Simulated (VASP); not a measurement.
Te: single point with PBE+D3(BJ)

System: Te, a slab with vacuum.

```
Te
1.0
     4.31812    0.00000    0.00000
     0.00000    5.96672    0.00000
     0.00000    0.00000   22.47919
Te
7
Direct
  0.21532 0.16667 0.33364
  0.64234 0.83333 0.38100
  0.14234 0.50000 0.45264
  0.71532 0.16667 0.50000
  0.14234 0.83333 0.54736
  0.64234 0.50000 0.61900
  0.21532 0.16667 0.66636
```

```yaml
Program: VASP 6.6.1
Task: single point
Functional: PBE
Dispersion: D3(BJ)
Potentials_or_basis: VASP PAW PBE potentials, release 64 (Te)
Cutoff: 520 eV
k_mesh: 8 × 6 × 1
Occupations: gaussian, width 0.1 eV
Spin: no spin polarisation
Dipole_correction: yes
Further_INCAR_settings: ALGO = Normal; EDIFF = 1e-06; NBANDS = 30
```

```yaml
Largest_force: 0.876 eV/Å
Band_gap_on_the_k_mesh: zero (bands 21 and 22 overlap by 0.43 eV)
Dispersion_energy_per_atom: -0.325 eV
```

Forces on the atoms (eV/Å):
```
Te   0.187 -0.646  0.546
Te  -0.252  0.810 -0.082
Te   0.240 -0.125 -0.833
Te  -0.351  0.000  0.000
Te   0.240  0.125  0.833
Te  -0.252 -0.810  0.082
Te   0.187  0.646 -0.546
```

Levels at points of the mesh, in eV from the Fermi level:
```tsv
k point	band 19	band 20	band 21	band 22	band 23	band 24
(0.00, 0.00, 0.00)	-0.62	-0.33	-0.21	-0.01	0.17	0.98
(0.50, 0.00, 0.00)	-1.46	-0.46	-0.31	0.03	0.42	1.21
(0.00, 0.50, 0.00)	-0.78	-0.74	-0.49	-0.27	0.59	1.21
(0.50, 0.50, 0.00)	-0.74	-0.33	0.05	0.26	0.69	1.18
```

Run time: 4.5 min on 1 thread of Intel(R) Xeon(R) Platinum 8488C (Sapphire Rapids), on a shared host, peak memory 0.68 GiB.

Caveat: spin-orbit coupling is left out, which moves the levels of the heavy elements.
